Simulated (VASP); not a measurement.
Input of a VASP 6.6.1 run:

File INCAR:

```
SYSTEM = Cu12HF
  PREC = Accurate
  ENCUT = 520
  EDIFF = 1E-6
  ISMEAR = -1
  SIGMA = 0.15
  LREAL = .FALSE.
  LASPH = .TRUE.
  NELM = 80
  ALGO = Normal
  ISIF = 2
  LWAVE = .FALSE.
  LCHARG = .FALSE.
  GGA = PE
  IVDW = 12
  NBANDS = 83
```

File KPOINTS:

```
regular mesh
0
G
  4 4 1
  0 0 0
```

File POSCAR:

```
Cu12HF
1.0
    5.1053110000      0.0000000000      0.0000000000
    2.5526550000      4.4213290000      0.0000000000
    0.0000000000      0.0000000000     17.1684690000
Cu F H
12 1 1
Direct
    0.1666667508      0.1666666290      0.0582463119
    0.6666666529      0.1666666290      0.0582463119
    0.1666665963      0.6666667421      0.0582463119
    0.6666666943      0.6666667421      0.0582463119
   -0.1667096652      0.3325975063      0.1770595270
    0.3322225868      0.3326345992      0.1772224419
   -0.1669309321      0.8325372303      0.1774031802
    0.3325120223      0.8335998068      0.1772576227
   -0.0012309654     -0.0009372747      0.2963366157
    0.4997421290     -0.0008289363      0.2966435155
   -0.0012954926      0.4990164722      0.2965404778
    0.4981393081      0.4994536711      0.2952471184
    0.9528465342      0.2585966799      0.4611468850
    0.7848203301      0.3314905993      0.4273383375
```

Potentials or basis: VASP PAW PBE potentials, release 64 (Cu, F, H).

The run is started by

```bash
$ cat potpaw_PBE.64/Cu/POTCAR potpaw_PBE.64/F/POTCAR potpaw_PBE.64/H/POTCAR > POTCAR
$ mpirun -np 1 vasp_std > vasp.out
```

Question: Estimate the dispersion energy per atom.

Answer: -0.342 eV.

Question: What does it give for the largest force?

Answer: 0.272 eV/Å.

Question: What does it give for the band gap on the k mesh?

Answer: Zero (bands 70 and 71 overlap by 0.06 eV).

Forces on the atoms (eV/Å):
```
Cu  -0.004 -0.002 -0.046
Cu  -0.005  0.001 -0.003
Cu   0.001 -0.003 -0.014
Cu  -0.007 -0.002 -0.009
Cu  -0.003  0.001  0.005
Cu   0.003 -0.004 -0.002
Cu  -0.002  0.005  0.001
Cu   0.001  0.000 -0.004
Cu   0.002 -0.004  0.008
Cu  -0.003 -0.004  0.021
Cu   0.003  0.010  0.010
Cu   0.004  0.005  0.033
F    0.193 -0.096  0.167
H   -0.185  0.093 -0.167
```

With open d or f shells a metallic result of PBE can be an artefact of self-interaction; +U or a hybrid may open a gap.
